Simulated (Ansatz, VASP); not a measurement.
## WSe2: VASP beside Ansatz

File INCAR:

```
SYSTEM = WSe2
  PREC = Accurate
  ENCUT = 520
  EDIFF = 1E-6
  ISMEAR = 0
  SIGMA = 0.05
  LREAL = .FALSE.
  LASPH = .TRUE.
  NELM = 60
  ALGO = Normal
  ISIF = 2
  LWAVE = .FALSE.
  LCHARG = .FALSE.
  GGA = PS
  NBANDS = 35
```

File KPOINTS:

```
Automatic mesh
0
G
  12 12 2
  0 0 0
```

The input POSCAR:

```
WSe2
1.0
    3.2314330207     -0.0115198158      0.0338291060
   -1.6256929634      2.8198883639     -0.0015593013
    0.1333628300      0.0698989398     13.0047860423
W Se
2 4
Direct
    0.3492711784      0.8220547821      0.2351479561
    0.6512472744      0.3634940419      0.7745096032
    0.3406296261      0.6356585824      0.6165992773
    0.6177716727      0.4107892240      0.1257923013
    0.3893359618      0.5571766378      0.8796442287
    0.6517442867      0.2108267317      0.3683066334
```

Input for Ansatz:

```yaml
crystal:
  lattice:
    - [3.2314330207, -0.0115198158, 0.033829106]
    - [-1.6256929634, 2.8198883639, -0.0015593013]
    - [0.13336283, 0.0698989398, 13.0047860423]
  atoms:
    - { symbol: W, position: [0.3492711784, 0.8220547821, 0.2351479561] }
    - { symbol: W, position: [0.6512472744, 0.3634940419, 0.7745096032] }
    - { symbol: Se, position: [0.3406296261, 0.6356585824, 0.6165992773] }
    - { symbol: Se, position: [0.6177716727, 0.410789224, 0.1257923013] }
    - { symbol: Se, position: [0.3893359618, 0.5571766378, 0.8796442287] }
    - { symbol: Se, position: [0.6517442867, 0.2108267317, 0.3683066334] }
basis:
  ecutwfc: 420
kpoints:
  mp_grid: { grid: [12, 12, 2] }
hamiltonian:
  xc: pbesol
scf:
  occupations: { method: gaussian, width: 0.05 }
output:
  forces: true
  stress: true
  eigenvalues: true
```

Change from the starting cell: all atoms moved at random (sigma 0.22 Å a component), cell strained at random (sigma 0.01).

Alike in both runs: task single point; functional PBEsol; k mesh 12 × 12 × 2; occupations gaussian, width 0.05 eV; no spin polarisation.

|  | VASP | Ansatz |
| --- | --- | --- |
| version | VASP 6.6.1 | Ansatz 0.2.0 |
| potentials or method | VASP PAW PBE potentials, release 64 (W_sv, Se), cutoff 520 eV | scalar-relativistic, plane waves, PAW |
| valence electrons in the cell | 52 | 92 |

|  | VASP | Ansatz | Ansatz less VASP |
| --- | --- | --- | --- |
| gap on the k mesh at the Fermi level (eV) | none | none | - |
| pressure (GPa) | 36.8 | 36.0 | -0.78 |
| traceless stress, the component that is largest in VASP (GPa) | -27.20 | -26.99 | +0.207 |
| rms of the force components (eV/Å) | 9.530 | 9.438 | -0.0918 |

VASP's potentials were made for PBE, not for PBEsol. Atom by atom the forces differ by 0.096 eV/Å (rms over components). A gap of «none» marks a metal or a gap that the smearing closes. Both programs put the cell under a high pressure, so it lies far from rest at this level. VASP's potentials hold 52 valence electrons a cell and Ansatz's 92, so a difference there can come from the potentials and not from the codes.

Neither program's run includes spin-orbit coupling.
